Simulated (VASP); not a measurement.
Te2Mo: single point with PBE

System: Te2Mo, a slab with vacuum.

```
Te Mo
1.0
     3.56023    0.00000    0.00000
    -1.78012    3.08325    0.00000
     0.00000    0.00000   17.52406
Te Mo
2 1
Cartesian
  0.0000 2.0555 1.7900
  0.0000 2.0555 15.7341
  0.0000 0.0000 0.0000
```

```
Program             : VASP 6.6.1
Task                : single point
Functional          : PBE
Potentials or basis : VASP PAW PBE potentials, release 64 (Te, Mo_sv)
Cutoff              : 520 eV
k mesh              : 9 × 9 × 2
Occupations         : fermi-dirac, width 0.05 eV
Spin                : no spin polarisation
```

The largest force is 0.231 eV/Å and the band gap on the k mesh is 1.05 eV.

Forces in eV/Å, atoms in the order of the input:
```
Te   0.000  0.000  0.231
Te   0.000  0.000 -0.231
Mo   0.000  0.000  0.000
```

Levels at points of the mesh, in eV from the valence-band top:
```csv
k point,band 11,band 12,band 13,band 14,band 15,band 16
"(0.00, 0.00, 0.00)",-0.91,-0.91,-0.38,3.06,3.06,3.36
"(0.00, 0.00, 0.50)",-0.91,-0.91,-0.38,3.06,3.06,3.36
```

Wall time 2.9 min on 1 thread of Intel Xeon 8259CL, with other jobs on the host, peak memory 0.36 GiB.

Caveat: spin-orbit coupling is left out, which moves the levels of the heavy elements.
